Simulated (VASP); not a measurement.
# Al18H in VASP: relaxation of the atoms with PBE

Aim: the relaxation of the atoms of Al18H with PBE.

Program: VASP 6.6.1. These are calculated values, not measurements. Logs are shortened: lines on timing, memory, paths and dates and some standing lists are left out, and cuts for length are marked.

**1. The cell of the first run**

The cell holds a slab with vacuum, 19 atoms: a = 12.150 Å, b = 5.728 Å, c = 14.864 Å, α = 90.00°, β = 90.00°, γ = 90.00°.

**2. Relaxation of the atoms, PBE**

File INCAR:

```
SYSTEM = Al18H
ALGO = Normal ; EDIFF = 1E-6
EDIFFG = -0.03 ; ENCUT = 520
GGA = PE ; IBRION = 2
ISIF = 2 ; ISMEAR = 0
LASPH = .True. ; LCHARG = .False.
LREAL = Auto ; LWAVE = .False.
NELM = 80 ; NSW = 80
PREC = Accurate ; SIGMA = 0.05
```

File KPOINTS:

```
k-points
0
Gamma
  2 3 1
  0 0 0
```

File POSCAR:

```
Al18H
1.0
   12.1500000000      0.0000000000      0.0000000000
    0.0000000000      5.7275650000      0.0000000000
    0.0000000000      0.0000000000     14.8637820000
Al H
18 1
Selective dynamics
Direct
    0.0000000000      0.0000000000      0.0672776000  F F F
    0.3333333000      0.0000000000      0.0672776000  F F F
    0.6666667000      0.0000000000      0.0672776000  F F F
    0.0000000000      0.5000000000      0.0672776000  F F F
    0.3333333000      0.5000000000      0.0672776000  F F F
    0.6666667000      0.5000000000      0.0672776000  F F F
    0.1666667000      0.2500000000      0.1636119000  T T T
    0.5000000000      0.2500000000      0.1636119000  T T T
    0.8333333000      0.2500000000      0.1636119000  T T T
    0.1666667000      0.7500000000      0.1636119000  T T T
    0.5000000000      0.7500000000      0.1636119000  T T T
    0.8333333000      0.7500000000      0.1636119000  T T T
    0.0000000000      0.0000000000      0.2599461000  T T T
    0.3333333000      0.0000000000      0.2599461000  T T T
    0.6666667000      0.0000000000      0.2599461000  T T T
    0.0000000000      0.5000000000      0.2599461000  T T T
    0.3333333000      0.5000000000      0.2599461000  T T T
    0.6666667000      0.5000000000      0.2599461000  T T T
    0.5628015000      0.6746048000      0.2491817000  T T T
```

Potentials or basis: VASP PAW PBE potentials, release 64 (Al, H).

Command:

```bash
> cat potpaw_PBE.64/Al/POTCAR potpaw_PBE.64/H/POTCAR > POTCAR
> mpirun -np 1 vasp_std > vasp.out
```

OUTCAR:

```text
SYSTEM = Al18H
   EDIFF = 1E-6
   EDIFFG = -0.03
   ENCUT = 520
   GGA = PE
   IBRION = 2
   ISIF = 2
   ISMEAR = 0
   LASPH = .True.
   LREAL = Auto
   NELM = 80
   NSW = 80
   PREC = Accurate

 ion  position               nearest neighbor table
   1  0.000  0.000  0.067-   4 2.86   4 2.86  13 2.86  10 2.86  12 2.86   7 2.86   9 2.86
   2  0.333  0.000  0.067-   7 2.86  10 2.86   5 2.86   5 2.86  14 2.86   8 2.86  11 2.86
   3  0.667  0.000  0.067-   9 2.86  12 2.86   6 2.86   6 2.86  15 2.86  11 2.86   8 2.86
   4  0.000  0.500  0.067-   1 2.86   1 2.86  16 2.86  10 2.86  12 2.86   7 2.86   9 2.86
   5  0.333  0.500  0.067-   7 2.86  10 2.86   2 2.86   2 2.86  17 2.86   8 2.86  11 2.86
   6  0.667  0.500  0.067-   9 2.86  12 2.86   3 2.86   3 2.86  18 2.86  11 2.86   8 2.86
   7  0.167  0.250  0.164-  14 2.86  17 2.86   2 2.86   5 2.86  16 2.86  13 2.86  10 2.86  10 2.86
                             4 2.86   1 2.86
   8  0.500  0.250  0.164-  14 2.86  15 2.86  17 2.86  18 2.86  11 2.86  11 2.86   5 2.86   6 2.86
                             2 2.86   3 2.86
   9  0.833  0.250  0.164-  15 2.86  18 2.86   3 2.86   6 2.86  16 2.86  13 2.86  12 2.86  12 2.86
                             4 2.86   1 2.86
  10  0.167  0.750  0.164-  14 2.86  17 2.86   2 2.86   5 2.86  16 2.86  13 2.86   7 2.86   7 2.86
                             4 2.86   1 2.86
  11  0.500  0.750  0.164-  19 1.54  15 2.86  17 2.86  18 2.86  14 2.86   8 2.86   8 2.86   6 2.86
                             2 2.86   3 2.86   5 2.86
  12  0.833  0.750  0.164-  15 2.86  18 2.86   3 2.86   6 2.86  16 2.86  13 2.86   9 2.86   9 2.86
                             4 2.86   1 2.86
  13  0.000  0.000  0.260-   7 2.86   9 2.86  10 2.86  12 2.86  16 2.86  16 2.86   1 2.86
  14  0.333  0.000  0.260-   7 2.86  10 2.86   8 2.86  11 2.86  17 2.86  17 2.86   2 2.86
  15  0.667  0.000  0.260-   9 2.86  12 2.86  11 2.86   8 2.86  18 2.86  18 2.86   3 2.86
  16  0.000  0.500  0.260-   7 2.86   9 2.86  10 2.86  12 2.86  13 2.86  13 2.86   4 2.86
  17  0.333  0.500  0.260-   7 2.86  10 2.86   8 2.86  11 2.86  14 2.86  14 2.86   5 2.86
  18  0.667  0.500  0.260-  19 1.62  12 2.86   9 2.86   8 2.86  11 2.86  15 2.86  15 2.86   6 2.86

  19  0.563  0.675  0.249-  11 1.54  18 1.62

  LATTYP: Found a simple orthorhombic cell.
 ALAT       =     5.7275650000
 B/A-ratio  =     2.1213203167
 C/A-ratio  =     2.5951310897

  Lattice vectors:

 A1 = (   0.0000000000,  -5.7275650000,   0.0000000000)
 A2 = (  12.1500000000,   0.0000000000,   0.0000000000)
 A3 = (   0.0000000000,   0.0000000000,  14.8637820000)

Analysis of symmetry for initial positions (statically):
=====================================================================
 Subroutine PRICEL returns:
 Original cell was already a primitive cell.

 Routine SETGRP: Setting up the symmetry group for a
 simple orthorhombic supercell.

 Subroutine GETGRP returns: Found  1 space group operations
 (whereof  1 operations were pure point group operations)
 out of a pool of  8 trial point group operations.

The static configuration has the point symmetry C_1 .

Analysis of symmetry for dynamics (positions and initial velocities):
=====================================================================
 Subroutine PRICEL returns:
 Original cell was already a primitive cell.

 Routine SETGRP: Setting up the symmetry group for a
 simple orthorhombic supercell.

 Subroutine GETGRP returns: Found  1 space group operations
 (whereof  1 operations were pure point group operations)
 out of a pool of  8 trial point group operations.

The dynamic configuration has the point symmetry C_1 .

Analysis of constrained symmetry for selective dynamics:
=====================================================================
 Subroutine PRICEL returns:
 Original cell was already a primitive cell.

 Routine SETGRP: Setting up the symmetry group for a
 simple orthorhombic supercell.

 Subroutine GETGRP returns: Found  1 space group operations
 (whereof  1 operations were pure point group operations)
 out of a pool of  8 trial point group operations.

The constrained configuration has the point symmetry C_1 .

 Subroutine INISYM returns: Found  1 space group operations
 (whereof  1 operations are pure point group operations),
 and found     1 'primitive' translations

----------------------------------------------------------------------------------------

                                     Primitive cell

  volume of cell :    1034.3693

  direct lattice vectors                    reciprocal lattice vectors
    12.150000000  0.000000000  0.000000000     0.082304527  0.000000000  0.000000000
[... 50 lines left out ...]

 KPOINTS: k-points

Automatic generation of k-mesh.
 Grid dimensions read from file:
 generate k-points for:    2    3    1

 Generating k-lattice:

  Cartesian coordinates                     Fractional coordinates (reciprocal lattice)
     0.041152263  0.000000000  0.000000000     0.500000000  0.000000000  0.000000000
     0.000000000  0.058198088  0.000000000     0.000000000  0.333333333  0.000000000
     0.000000000  0.000000000  0.067277628     0.000000000  0.000000000  1.000000000

  Length of vectors
     0.041152263  0.058198088  0.067277628

  Shift w.r.t. Gamma in fractional coordinates (k-lattice)
     0.000000000  0.000000000  0.000000000

 Subroutine IBZKPT returns following result:
 ===========================================

 Found      4 irreducible k-points:

 Following reciprocal coordinates:
            Coordinates               Weight
  0.000000  0.000000  0.000000      1.000000
  0.500000  0.000000  0.000000      1.000000
  0.000000  0.333333  0.000000      2.000000
  0.500000  0.333333  0.000000      2.000000
   k-points           NKPTS =      4   k-points in BZ     NKDIM =      4   number of bands    NBANDS=     37
   number of dos      NEDOS =    301   number of ions     NIONS =     19
   total plane-waves  NPLWV = 483840
   dimension x,y,z NGX =    90 NGY =   48 NGZ =  112
   dimension x,y,z NGXF=   180 NGYF=   96 NGZF=  224
   ions per type =              18   1
   NGX,Y,Z   is equivalent  to a cutoff of  12.31, 13.93, 12.53 a.u.
   NGXF,Y,Z  is equivalent  to a cutoff of  24.63, 27.86, 25.05 a.u.
 SYSTEM =  Al18H
   PREC   = accura    normal or accurate (medium, high low for compatibility)
   ISTART =      0    job   : 0-new  1-cont  2-samecut
   ICHARG =      2    charge: 1-file 2-atom 10-const
   ISPIN  =      1    spin polarized calculation?
   LNONCOLLINEAR =      F non collinear calculations
   LSORBIT =      F    spin-orbit coupling
   LASPH  =      T    aspherical Exc in radial PAW
   ENCUT  =  520.0 eV  38.22 Ry    6.18 a.u.  22.59 10.65 27.64*2*pi/ulx,y,z
   NELM   =     80;   NELMIN=  2; NELMDL= -5     # of ELM steps
   EDIFF  = 0.1E-05   stopping-criterion for ELM
   LREAL  =      T    real-space projection
   EDIFFG = -.3E-01   stopping-criterion for IOM
   NSW    =     80    number of steps for IOM
   IBRION =      2    ionic relax: 0-MD 1-quasi-New 2-CG
   NFREE  =      1    steps in history (QN), initial steepest desc. (CG)
   ISIF   =      2    stress and relaxation
   ISYM   =      2    0-nonsym 1-usesym 2-fastsym
   POTIM  = 0.5000    time-step for ionic-motion
   TEBEG  =    0.0;   TEEND  =   0.0 temperature during run
   PSTRESS=    0.0 pullay stress
   NELECT =      55.0000    total number of electrons
   NUPDOWN=      -1.0000    fix difference up-down
   EMIN   =  10.00;   EMAX   =-10.00  energy-range for DOS
   EFERMI =   0.00;   METHOD = LEGACY
   ISMEAR =     0;   SIGMA  =   0.05  broadening in eV -4-tet -1-fermi 0-gaus
   EFERMI_NEDOS =   21; number of points for ismear=-14 and -15
   IALGO  =     38    algorithm
   IMIX   =      4    mixing-type and parameters
     AMIX     =   0.40;   BMIX     =  1.00
     AMIX_MAG =   1.60;   BMIX_MAG =  1.00
  volume/ion in A,a.u.               =      54.44       367.38
  Fermi-wavevector in a.u.,A,eV,Ry     =   0.615607  1.163329  5.156234  0.378973
  Thomas-Fermi vector in A             =   1.673038
   LORBIT       =      0    0 simple, 1 ext, 2 COOP (PROOUT), +10 PAW based schemes
   GGA     = PE    functional components
   LHFCALC =     F    Hartree Fock is set to
   AEXX    =    0.0000 exact exchange contribution
   IVDW    =     0    specifies the selected vdW correction
   LEPSILON=     F    determine dielectric tensor
   LRPA    =     F    only Hartree local field effects (RPA)
 conjugate gradient relaxation of ions
 non-spin polarized calculation
 Gauss-broadening in eV      SIGMA  =   0.05
  energy-cutoff  :      520.00
  volume of cell :     1034.37
 maximum number of plane-waves:     27867
   NGX = 45   NGY = 21   NGZ = 55

--------------------------------------- Ionic step        1  -------------------------------------------

 number of electron      54.9999999 magnetization

 Free energy of the ion-electron system (eV)
  ---------------------------------------------------
  ext. energy  EPLUGINS =         0.00000000
  ---------------------------------------------------
  free energy    TOTEN  =       -61.66754462 eV

  energy without entropy =      -61.64577756  energy(sigma->0) =      -61.65666109

------------------------ aborting loop because EDIFF is reached ----------------------------------------

  FORCE on cell =-STRESS in cart. coord.  units (eV):
  Direction    XX          YY          ZZ          XY          YZ          ZX
  --------------------------------------------------------------------------------------
  -------------------------------------------------------------------------------------
  Total      -13.3751104    -10.2738830      1.8883216     -0.8612132     -0.4698293      1.8795939
  in kB      -20.7172605    -15.9136414      2.9248993     -1.3339687     -0.7277379      2.9113806
  external PRESSURE =     -11.2353342 kB  Pullay stress =       0.0000000 kB
[... 140 lines left out ...]
  FREE ENERGIE OF THE ION-ELECTRON SYSTEM (eV)
  ---------------------------------------------------
  free  energy   TOTEN  =       -62.0350909494 eV

  energy  without entropy=      -62.0125484417  energy(sigma->0) =      -62.02381970

[... ionic steps 4 to 38 ...]

--------------------------------------- Ionic step       39  -------------------------------------------

 number of electron      55.0000000 magnetization

------------------------ aborting loop because EDIFF is reached ----------------------------------------
[... 101 lines left out ...]
--------------------------------------- Ionic step       41  -------------------------------------------

 number of electron      55.0000000 magnetization

 Free energy of the ion-electron system (eV)
  ---------------------------------------------------
  ext. energy  EPLUGINS =         0.00000000
  ---------------------------------------------------
  free energy    TOTEN  =       -62.51464701 eV

  energy without entropy =      -62.50130489  energy(sigma->0) =      -62.50797595

 E-fermi :  -0.5343     XC(G=0):  -4.3221

 val. band max:       -0.5684364286   @ k =   0.0000   0.3333   0.0000
 cond. band min:      -0.4926251686   @ k =   0.5000   0.3333   0.0000
 fundamental gap:      0.0758112600
 Fermi energy:        -0.5342681978

 k-point     1 :       0.0000    0.0000    0.0000
  band No.  band energies     occupation
      1     -10.2255      2.00000
      2      -9.2648      2.00000
      3      -9.2514      2.00000
      4      -7.1867      2.00000
      5      -6.3400      2.00000
      6      -6.1974      2.00000
[... 195 lines left out ...]
  FREE ENERGIE OF THE ION-ELECTRON SYSTEM (eV)
  ---------------------------------------------------
  free  energy   TOTEN  =       -62.5146470085 eV

  energy  without entropy=      -62.5013048919  energy(sigma->0) =      -62.50797595

 reached required accuracy - stopping structural energy minimisation
```

Run time: 1.9 h. Hardware: 1 thread of Oxide Virtual Turin-like, shared host; peak memory 1 GiB.

Results:

| Quantity | Value |
| --- | --- |
| Free energy | -62.5146 eV |
| Energy gained by relaxing | 44.6 meV/atom |
| Ionic steps | 41 |
| Band gap on the k mesh | zero (an odd number of electrons rules out a gap without spin polarisation) |

The path:
| step | energy change (eV) | largest force on free atoms (eV/Å) | pressure (GPa) |
| --- | --- | --- | --- |
| 1 | 0.0000 | 2.1469 | -1.12 |
| 3 | -0.3675 | 0.5766 | -1.32 |
| 5 | -0.3756 | 0.5197 | -1.34 |
| 7 | -0.4036 | 0.4044 | -1.34 |
| 9 | -0.4548 | 0.3885 | -1.34 |
| 11 | -0.5047 | 0.2824 | -1.28 |
| 13 | -0.5475 | 0.1978 | -1.25 |
| 15 | -0.5696 | 0.1567 | -1.27 |
| 17 | -0.5985 | 0.1922 | -1.32 |
| 19 | -0.6194 | 0.2918 | -1.32 |
| 21 | -0.6811 | 0.3868 | -1.30 |
| 23 | -0.6852 | 0.4636 | -1.30 |
| 25 | -0.7416 | 0.3956 | -1.31 |
| 27 | -0.7458 | 0.3881 | -1.31 |
| 29 | -0.7938 | 0.3246 | -1.33 |
| 31 | -0.8259 | 0.1405 | -1.34 |
| 33 | -0.8371 | 0.0616 | -1.33 |
| 35 | -0.8424 | 0.0642 | -1.32 |
| 37 | -0.8452 | 0.0489 | -1.32 |
| 39 | -0.8465 | 0.0448 | -1.33 |
| 41 | -0.8471 | 0.0287 | -1.33 |

Final structure:
```cif
data_structure
_symmetry_space_group_name_H-M 'P 1'
_symmetry_Int_Tables_number 1
_cell_length_a 12.1500
_cell_length_b 5.7276
_cell_length_c 14.8638
_cell_angle_alpha 90.000
_cell_angle_beta 90.000
_cell_angle_gamma 90.000
_cell_volume 1034.37
loop_
_atom_site_label
_atom_site_type_symbol
_atom_site_fract_x
_atom_site_fract_y
_atom_site_fract_z
_atom_site_occupancy
Al1 Al 0.00000 0.00000 0.06728 1
Al2 Al 0.33333 0.00000 0.06728 1
Al3 Al 0.66667 0.00000 0.06728 1
Al4 Al 0.00000 0.50000 0.06728 1
Al5 Al 0.33333 0.50000 0.06728 1
Al6 Al 0.66667 0.50000 0.06728 1
Al7 Al 0.16616 0.24988 0.16245 1
Al8 Al 0.49708 0.25001 0.16083 1
Al9 Al 0.83662 0.25154 0.15835 1
Al10 Al 0.16595 0.74980 0.16142 1
Al11 Al 0.49790 0.74991 0.15751 1
Al12 Al 0.83526 0.75062 0.15578 1
Al13 Al 0.99519 0.99837 0.25728 1
Al14 Al 0.33593 0.99843 0.25717 1
Al15 Al 0.66883 0.01815 0.25592 1
Al16 Al 0.99522 0.50235 0.25742 1
Al17 Al 0.33590 0.50233 0.25718 1
Al18 Al 0.66844 0.48850 0.25624 1
H1 H 0.66719 0.75482 0.32279 1
```

Caveat: the k points lie up to 0.37 Å⁻¹ apart, too coarse for converged energies and pressures of a metal; there is no dipole correction, which matters where the two faces differ.

The gap in the log of VASP goes by the Fermi energy; the results here count the filled bands.